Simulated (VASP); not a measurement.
# TiB2 (P6/mmm) in VASP: further runs

Runs on TiB2. Level: PBE. Tasks: single point, relaxation of cell and atoms.

Program: VASP 6.6.1. These are calculated values, not measurements. Logs are shortened: lines on timing, memory, paths and dates and some standing lists are left out, and cuts for length are marked.

## Step 1: The cell of the first run

The structure is hexagonal, space group P6/mmm (No. 191). The conventional cell has a = 3.020 Å, b = 3.020 Å, c = 3.200 Å, α = 90.00°, β = 90.00°, γ = 120.00°. Ti (site symmetry 6/mmm) has 12 B at 2.37 Å and 8 Ti at 3.02 to 3.20 Å within 3.3 Å. Within 2.4 Å of B (site symmetry -6m2) lie 3 B at 1.74 Å and 6 Ti at 2.37 Å.

## Step 2: Single point, PBE

Input file INCAR:

```
SYSTEM = TiB2
PREC = Accurate
ENCUT = 500
EDIFF = 1E-6
ISMEAR = 0
SIGMA = 0.1
LREAL = .FALSE.
LASPH = .TRUE.
NELM = 120
ALGO = Normal
ISIF = 2
LWAVE = .FALSE.
LCHARG = .FALSE.
GGA = PE
NBANDS = 16
GGA_COMPAT = .FALSE.
```

Input file KPOINTS:

```
Automatic mesh
0
G
  9 9 6
  0 0 0
```

Input file POSCAR:

```
TiB2
1.0
    3.0200000000      0.0000000000      0.0000000000
   -1.5100000000      2.6153967000      0.0000000000
    0.0000000000      0.0000000000      3.2000000000
Ti B
1 2
Direct
    0.0000000000      0.0000000000      0.0000000000
    0.3333333000      0.6666667000      0.5000000000
    0.6666667000      0.3333333000      0.5000000000
```

Potentials or basis: VASP PAW PBE potentials, release 64 (Ti_sv, B).

On the command line:

```bash
$ cat potpaw_PBE.64/Ti_sv/POTCAR potpaw_PBE.64/B/POTCAR > POTCAR
$ mpirun -np 1 vasp_std > vasp.out
```

OUTCAR:

```text
SYSTEM = TiB2
   PREC = Accurate
   ENCUT = 500
   EDIFF = 1E-6
   ISMEAR = 0
   LREAL = .FALSE.
   LASPH = .TRUE.
   NELM = 120
   ISIF = 2
   GGA = PE

 ion  position               nearest neighbor table
   1  0.000  0.000  0.000-   2 2.37   3 2.37   2 2.37   3 2.37   2 2.37   2 2.37   3 2.37   3 2.37
                             3 2.37   3 2.37   2 2.37   2 2.37
   2  0.333  0.667  0.500-   3 1.74   3 1.74   3 1.74   1 2.37   1 2.37   1 2.37   1 2.37   1 2.37
                             1 2.37
   3  0.667  0.333  0.500-   2 1.74   2 1.74   2 1.74   1 2.37   1 2.37   1 2.37   1 2.37   1 2.37
                             1 2.37

  LATTYP: Found a hexagonal cell.
 ALAT       =     3.0200000000
 C/A-ratio  =     1.0596026490

  Lattice vectors:

 A1 = (   3.0200000000,   0.0000000000,   0.0000000000)
 A2 = (  -1.5100000000,   2.6153967000,   0.0000000000)
 A3 = (   0.0000000000,   0.0000000000,   3.2000000000)

Analysis of symmetry for initial positions (statically):
=====================================================================
 Subroutine PRICEL returns:
 Original cell was already a primitive cell.

 Routine SETGRP: Setting up the symmetry group for a
 hexagonal supercell.

 Subroutine GETGRP returns: Found 24 space group operations
 (whereof 24 operations were pure point group operations)
 out of a pool of 24 trial point group operations.

The static configuration has the point symmetry D_6h.

Analysis of symmetry for dynamics (positions and initial velocities):
=====================================================================
 Subroutine PRICEL returns:
 Original cell was already a primitive cell.

 Routine SETGRP: Setting up the symmetry group for a
 hexagonal supercell.

 Subroutine GETGRP returns: Found 24 space group operations
 (whereof 24 operations were pure point group operations)
 out of a pool of 24 trial point group operations.

The dynamic configuration has the point symmetry D_6h.

 Subroutine INISYM returns: Found 24 space group operations
 (whereof 24 operations are pure point group operations),
 and found     1 'primitive' translations

----------------------------------------------------------------------------------------

                                     Primitive cell

  volume of cell :      25.2752

  direct lattice vectors                    reciprocal lattice vectors
     3.020000000  0.000000000  0.000000000     0.331125828  0.191175587  0.000000000
    -1.510000000  2.615396700  0.000000000     0.000000000  0.382351174  0.000000000
     0.000000000  0.000000000  3.200000000     0.000000000  0.000000000  0.312500000

  length of vectors
     3.020000000  3.019999983  3.200000000     0.382351172  0.382351174  0.312500000

  position of ions in fractional coordinates (direct lattice)
     0.000000000  0.000000000  0.000000000
     0.333333300  0.666666700  0.500000000
     0.666666700  0.333333300  0.500000000

  ion indices of the primitive-cell ions
   primitive index   ion index
                 1           1
                 2           2
                 3           3

----------------------------------------------------------------------------------------

 KPOINTS: Automatic mesh

Automatic generation of k-mesh.
 Grid dimensions read from file:
 generate k-points for:    9    9    6

 Generating k-lattice:

  Cartesian coordinates                     Fractional coordinates (reciprocal lattice)
     0.036791759  0.021241732  0.000000000     0.111111111  0.000000000  0.000000000
     0.000000000  0.042483464  0.000000000     0.000000000  0.111111111  0.000000000
     0.000000000  0.000000000  0.052083333     0.000000000  0.000000000  0.166666667

  Length of vectors
     0.042483464  0.042483464  0.052083333

  Shift w.r.t. Gamma in fractional coordinates (k-lattice)
     0.000000000  0.000000000  0.000000000

 Subroutine IBZKPT returns following result:
 ===========================================

 Found     48 irreducible k-points:

 Following reciprocal coordinates:
            Coordinates               Weight
  0.000000  0.000000  0.000000      1.000000
  0.111111  0.000000  0.000000      6.000000
  0.222222  0.000000  0.000000      6.000000
  0.333333 -0.000000  0.000000      6.000000
  0.444444  0.000000  0.000000      6.000000
  0.111111  0.111111  0.000000      6.000000
[... 16 lines left out ...]
  0.333333  0.222222  0.166667     24.000000
  0.333333  0.333333  0.166667      4.000000
 [... further k-points ...]
   k-points           NKPTS =     48   k-points in BZ     NKDIM =     48   number of bands    NBANDS=     16
   number of dos      NEDOS =    301   number of ions     NIONS =      3
   total plane-waves  NPLWV =  13824
   dimension x,y,z NGX =    24 NGY =   24 NGZ =   24
   dimension x,y,z NGXF=    48 NGYF=   48 NGZF=   48
   ions per type =               1   2
   NGX,Y,Z   is equivalent  to a cutoff of  13.21, 13.21, 12.47 a.u.
   NGXF,Y,Z  is equivalent  to a cutoff of  26.42, 26.42, 24.94 a.u.
 SYSTEM =  TiB2
   PREC   = accura    normal or accurate (medium, high low for compatibility)
   ISTART =      0    job   : 0-new  1-cont  2-samecut
   ICHARG =      2    charge: 1-file 2-atom 10-const
   ISPIN  =      1    spin polarized calculation?
   LNONCOLLINEAR =      F non collinear calculations
   LSORBIT =      F    spin-orbit coupling
   LASPH  =      T    aspherical Exc in radial PAW
   ENCUT  =  500.0 eV  36.75 Ry    6.06 a.u.   5.51  5.51  5.83*2*pi/ulx,y,z
   NELM   =    120;   NELMIN=  2; NELMDL= -5     # of ELM steps
   EDIFF  = 0.1E-05   stopping-criterion for ELM
   LREAL  =      F    real-space projection
   EDIFFG = 0.1E-04   stopping-criterion for IOM
   NSW    =      0    number of steps for IOM
   IBRION =     -1    ionic relax: 0-MD 1-quasi-New 2-CG
   NFREE  =      0    steps in history (QN), initial steepest desc. (CG)
   ISIF   =      2    stress and relaxation
   ISYM   =      2    0-nonsym 1-usesym 2-fastsym
   POTIM  = 0.5000    time-step for ionic-motion
   TEBEG  =    0.0;   TEEND  =   0.0 temperature during run
   PSTRESS=    0.0 pullay stress
   NELECT =      18.0000    total number of electrons
   NUPDOWN=      -1.0000    fix difference up-down
   EMIN   =  10.00;   EMAX   =-10.00  energy-range for DOS
   EFERMI =   0.00;   METHOD = LEGACY
   ISMEAR =     0;   SIGMA  =   0.10  broadening in eV -4-tet -1-fermi 0-gaus
   EFERMI_NEDOS =   21; number of points for ismear=-14 and -15
   IALGO  =     38    algorithm
   IMIX   =      4    mixing-type and parameters
     AMIX     =   0.40;   BMIX     =  1.00
     AMIX_MAG =   1.60;   BMIX_MAG =  1.00
  volume/ion in A,a.u.               =       8.43        56.86
  Fermi-wavevector in a.u.,A,eV,Ry     =   1.461956  2.762695 29.079923  2.137314
  Thomas-Fermi vector in A             =   2.578226
   LORBIT       =      0    0 simple, 1 ext, 2 COOP (PROOUT), +10 PAW based schemes
   GGA     = PE    functional components
   LHFCALC =     F    Hartree Fock is set to
   AEXX    =    0.0000 exact exchange contribution
   IVDW    =     0    specifies the selected vdW correction
   LEPSILON=     F    determine dielectric tensor
   LRPA    =     F    only Hartree local field effects (RPA)
 non-spin polarized calculation
 Gauss-broadening in eV      SIGMA  =   0.10
  energy-cutoff  :      500.00
  volume of cell :       25.28
 maximum number of plane-waves:       660
 NGX is ok and might be reduce to    24
   NGX = 11   NGY = 11   NGZ = 11

 number of electron      17.9999999 magnetization

 Free energy of the ion-electron system (eV)
  ---------------------------------------------------
  ext. energy  EPLUGINS =         0.00000000
  ---------------------------------------------------
  free energy    TOTEN  =       -24.42382388 eV

  energy without entropy =      -24.42313050  energy(sigma->0) =      -24.42347719

 E-fermi :  10.2283     XC(G=0): -12.8420

 val. band max:       10.0733260717   @ k =   0.1111   0.0000   0.5000
 cond. band min:      10.3138754453   @ k =   0.2222   0.2222   0.0000
 fundamental gap:      0.2405493737
 Fermi energy:        10.2283138344

 k-point     1 :       0.0000    0.0000    0.0000
  band No.  band energies     occupation
      1     -46.7474      2.00000
      2     -23.0990      2.00000
      3     -22.7823      2.00000
      4     -22.7823      2.00000
      5      -3.4189      2.00000
      6       7.4927      2.00000
[... 8 lines left out ...]
     15      15.9516      0.00000
     16      17.1196      0.00000

 k-point     2 :       0.1111    0.0000    0.0000
  band No.  band energies     occupation
      1     -46.7408      2.00000
      2     -23.0906      2.00000
      3     -22.8329      2.00000
      4     -22.7937      2.00000
      5      -3.1799      2.00000
      6       6.8314      2.00000
[... 8 lines left out ...]
     15      17.2693      0.00000
     16      17.8837      0.00000

 k-point     3 :       0.2222    0.0000    0.0000
  band No.  band energies     occupation
      1     -46.7239      2.00000
      2     -23.0694      2.00000
      3     -22.9591      2.00000
      4     -22.8226      2.00000
      5      -2.4872      2.00000
      6       5.2872      2.00000
[... 8 lines left out ...]
     15      17.8625      0.00000
     16      19.5715      0.00000

 k-point     4 :       0.3333   -0.0000    0.0000
  band No.  band energies     occupation
      1     -46.7047      2.00000
      2     -23.0999      2.00000
      3     -23.0451      2.00000
      4     -22.8552      2.00000
      5      -1.4015      2.00000
      6       3.4645      2.00000
[... 8 lines left out ...]
     15      17.6818      0.00000
     16      19.2474      0.00000

 k-point     5 :       0.4444    0.0000    0.0000
  band No.  band energies     occupation
      1     -46.6922      2.00000
      2     -23.1902      2.00000
      3     -23.0292      2.00000
      4     -22.8764      2.00000
      5       0.0017      2.00000
      6       1.6608      2.00000
[... 8 lines left out ...]
     15      17.7537      0.00000
     16      18.6321      0.00000

 k-point     6 :       0.1111    0.1111    0.0000
  band No.  band energies     occupation
      1     -46.7290      2.00000
      2     -23.0758      2.00000
      3     -22.9167      2.00000
      4     -22.8185      2.00000
      5      -2.7140      2.00000
      6       5.8861      2.00000
[... 8 lines left out ...]
     15      18.1346      0.00000
     16      18.1703      0.00000
[... 267 lines left out ...]
 k-point    21 :       0.4444    0.1111    0.1667
  band No.  band energies     occupation
      1     -46.6849      2.00000
      2     -23.1776      2.00000
      3     -23.0731      2.00000
      4     -22.9046      2.00000
      5       0.8587      2.00000
      6       1.2384      2.00000
[... 8 lines left out ...]
     15      19.0064      0.00000
     16      20.5109      0.00000

 k-point    22 :       0.2222    0.2222    0.1667
  band No.  band energies     occupation
      1     -46.6924      2.00000
      2     -23.0997      2.00000
      3     -23.0821      2.00000
      4     -22.9195      2.00000
      5      -0.5871      2.00000
      6       3.5129      2.00000
[... 8 lines left out ...]
     15      20.0578      0.00000
     16      20.2967      0.00000

 k-point    23 :       0.3333    0.2222    0.1667
  band No.  band energies     occupation
      1     -46.6828      2.00000
      2     -23.1293      2.00000
      3     -23.0701      2.00000
      4     -22.9741      2.00000
      5       0.6641      2.00000
      6       2.1925      2.00000
[... 8 lines left out ...]
     15      20.2521      0.00000
     16      20.6528      0.00000

 k-point    24 :       0.3333    0.3333    0.1667
  band No.  band energies     occupation
      1     -46.6794      2.00000
      2     -23.0668      2.00000
      3     -23.0668      2.00000
      4     -23.0655      2.00000
      5       1.7375      2.00000
      6       1.7375      2.00000
[... 8 lines left out ...]
     15      20.7955      0.00000
     16      20.9822      0.00000

 [... further k-points ...]

------------------------ aborting loop because EDIFF is reached ----------------------------------------

  FORCE on cell =-STRESS in cart. coord.  units (eV):
  Direction    XX          YY          ZZ          XY          YZ          ZX
  --------------------------------------------------------------------------------------
  -------------------------------------------------------------------------------------
  Total        0.6501543      0.6501543      0.6684365      0.0000000     -0.0000000     -0.0000000
  in kB       41.2128398     41.2128392     42.3717333      0.0000000     -0.0000000     -0.0000000
  external PRESSURE =      41.5991374 kB  Pullay stress =       0.0000000 kB

 VOLUME and BASIS-vectors are now :
 -----------------------------------------------------------------------------
  energy-cutoff  :      500.00
  volume of cell :       25.28
      direct lattice vectors                 reciprocal lattice vectors
     3.020000000  0.000000000  0.000000000     0.331125828  0.191175587  0.000000000
    -1.510000000  2.615396700  0.000000000     0.000000000  0.382351174  0.000000000
     0.000000000  0.000000000  3.200000000     0.000000000  0.000000000  0.312500000

 POSITION                                       TOTAL-FORCE (eV/Angst)
 -----------------------------------------------------------------------------------
      0.00000      0.00000      0.00000         0.000000      0.000000      0.000000
     -0.00000      1.74360      1.60000        -0.000000      0.000000      0.000000
      1.51000      0.87180      1.60000         0.000000      0.000000      0.000000
 -----------------------------------------------------------------------------------
    total drift:                                0.000000      0.000000     -0.000000

  FREE ENERGIE OF THE ION-ELECTRON SYSTEM (eV)
  ---------------------------------------------------
  free  energy   TOTEN  =       -24.4238238816 eV

  energy  without entropy=      -24.4231304975  energy(sigma->0) =      -24.42347719
```

Wall time 23 s (1 thread of Intel Xeon 8259CL, shared host); peak memory 0.15 GiB.

What came out:

| Item | Value |
| --- | --- |
| Free energy | -24.4238 eV |
| Pressure | 4.2 GPa |
| Band gap on the k mesh | zero (bands 9 and 10 overlap by 0.38 eV) |

Stress tensor (GPa, compression positive):
```
4.12 0.00 0.00
0.00 4.12 0.00
0.00 0.00 4.24
```

Levels at points of the mesh, in eV from the Fermi level:
```tsv
k point	band 6	band 7	band 8	band 9	band 10	band 11	band 12	band 13
(0.00, 0.00, 0.00)	-2.74	-2.74	-2.33	-2.20	1.87	1.87	3.69	3.69
(0.00, 0.00, 0.50)	-7.73	-0.64	-0.64	-0.28	-0.28	0.38	0.38	1.68
```

Caveat: the cell stands under pressure.

## Step 3: Single point, PBE

This run uses another cell than the first one, of 8.56 Å³/atom.

Input file INCAR:

```
PREC = Accurate ; ENCUT = 500
EDIFF = 1E-6 ; ISMEAR = 0
SIGMA = 0.1 ; LREAL = F
LASPH = T ; NELM = 120
ALGO = Normal ; ISIF = 2
LWAVE = F ; LCHARG = F
GGA = PE ; NBANDS = 16
GGA_COMPAT = F
```

Input file KPOINTS:

```
regular mesh
0
Gamma
  18 18 14
```

Input file POSCAR:

```
TiB2
1.0
    3.0317442684      0.0000000000      0.0000000000
   -1.5158721342      2.6255675542      0.0000000000
    0.0000000000      0.0000000000      3.2243592600
Ti B
1 2
Direct
    0.0000000000      0.0000000000      0.0000000000
    0.3333333333      0.6666666667      0.5000000000
    0.6666666667      0.3333333333      0.5000000000
```

Potentials or basis: VASP PAW PBE potentials, release 64 (Ti_sv, B).

On the command line:

```bash
$ cat potpaw_PBE.64/Ti_sv/POTCAR potpaw_PBE.64/B/POTCAR > POTCAR
$ mpirun -np 1 vasp_std > vasp.out
```

Run time: 2.3 min. Hardware: 1 thread of Intel Xeon 8259CL, shared host; peak memory 0.23 GiB.

Results (log left out):

- Free energy: -24.4303 eV
- Pressure: 0.2 GPa
- Band gap on the k mesh: zero (bands 9 and 10 overlap by 0.60 eV)

Levels at points of the mesh, in eV from the Fermi level:
```tsv
k point	band 7	band 8	band 9	band 10	band 11	band 12
(0.00, 0.00, 0.00)	-2.66	-2.35	-2.15	1.84	1.84	3.62
(0.50, 0.00, 0.00)	-3.32	-3.25	-2.31	1.29	2.69	3.16
(0.00, 0.00, 0.50)	-0.61	-0.61	-0.24	-0.24	0.39	0.39
(0.50, 0.00, 0.50)	-4.69	-3.87	-3.19	2.44	2.87	4.42
```

## Step 4: Relaxation of cell and atoms, PBE

Input file INCAR:

```
PREC = Accurate
ENCUT = 500
EDIFF = 1E-7
ISMEAR = 0
SIGMA = 0.1
LREAL = F
LASPH = T
NELM = 120
ALGO = Normal
ISIF = 3
LWAVE = F
LCHARG = F
GGA = PE
IBRION = 2
NSW = 100
EDIFFG = -0.002
GGA_COMPAT = F
NELMIN = 4
```

KPOINTS is that of step 3.

Input file POSCAR:

```
TiB2
1.0
    3.0200000000      0.0000000000      0.0000000000
   -1.5100000000      2.6153967000      0.0000000000
    0.0000000000      0.0000000000      3.2000000000
Ti B
1 2
Direct
    0.0000000000      0.0000000000      0.0000000000
    0.3333333000      0.6666667000      0.5000000000
    0.6666667000      0.3333333000      0.5000000000
```

On the command line:

```bash
$ cat potpaw_PBE.64/Ti_sv/POTCAR potpaw_PBE.64/B/POTCAR > POTCAR
$ mpirun -np 1 vasp_std > vasp.out
```

Wall time 6.5 min (1 thread of Intel Xeon 8259CL, shared host); peak memory 0.23 GiB.

Results (log left out):

```yaml
Free_energy: -24.4300 eV
Relaxed_volume: 8.56 Å³/atom
Relaxed_cell: a = 3.032 Å, b = 3.032 Å, c = 3.225 Å, α = 90.00°, β = 90.00°, γ = 120.00°
Space_group_after_relaxing_to_0.1_Å: P6/mmm (No. 191)
Energy_gained_by_relaxing: 1.8 meV/atom
Ionic_steps: 5
Pressure_after_relaxing: 0.0 GPa
Band_gap_on_the_k_mesh: zero (bands 9 and 10 overlap by 0.60 eV)
```

The path:
```tsv
step	energy change (eV)	largest force (eV/Å)	pressure (GPa)	volume (Å³)
1	0.0000	0.0000	4.13	25.28
2	-0.0004	0.0000	-3.81	26.08
3	-0.0052	0.0000	-0.04	25.68
4	-0.0053	0.0000	0.00	25.69
5	-0.0053	0.0000	0.01	25.69
```

Final structure:
```yaml
crystal:
  lattice:
    - [3.03241, 0.00000, 0.00000]
    - [-1.51621, 2.62615, 0.00000]
    - [0.00000, 0.00000, 3.22545]
  atoms:
    - { symbol: Ti, position: [0.00000, 0.00000, 0.00000] }
    - { symbol: B, position: [0.33333, 0.66667, 0.50000] }
    - { symbol: B, position: [0.66667, 0.33333, 0.50000] }
```

Levels at points of the mesh, in eV from the Fermi level:
```
           k point  band 5  band 6  band 7  band 8  band 9  band 10  band 11  band 12  band 13
(0.00, 0.00, 0.00)  -13.55   -2.66   -2.66   -2.35   -2.15     1.84     1.84     3.61     3.61
(0.50, 0.00, 0.00)   -9.41   -9.29   -3.32   -3.25   -2.31     1.29     2.69     3.16     3.32
(0.00, 0.00, 0.50)  -11.62   -7.65   -0.61   -0.61   -0.24    -0.24     0.39     0.39     1.61
(0.50, 0.00, 0.50)   -9.79   -7.59   -4.69   -3.86   -3.19     2.44     2.87     4.42     4.53
```

## Step 5: The runs side by side

| task | cell | k mesh | gap on the mesh (eV) | pressure (GPa) |
| --- | --- | --- | --- | --- |
| single point | a = 3.020, b = 3.020, c = 3.200 Å, angles 90.0, 90.0, 120.0°, 3 atoms | 9 × 9 × 6 | none | 4.2 |
| single point | a = 3.032, b = 3.032, c = 3.224 Å, angles 90.0, 90.0, 120.0°, 3 atoms | 18 × 18 × 14 | none | 0.2 |
| relaxation of cell and atoms | relaxed from a = 3.020, b = 3.020, c = 3.200 Å, angles 90.0, 90.0, 120.0°, 3 atoms | 18 × 18 × 14 | none | 0.0 |

Alike in all rows: level PBE; potentials or basis VASP PAW PBE potentials, release 64 (Ti_sv, B); no spin polarisation; cutoff (eV) 500; smearing gaussian 0.1 eV.

Caveats: the cell stands under pressure (at least some runs).

Total energies depend on the potentials used, so only differences within one code and one set of settings carry meaning.
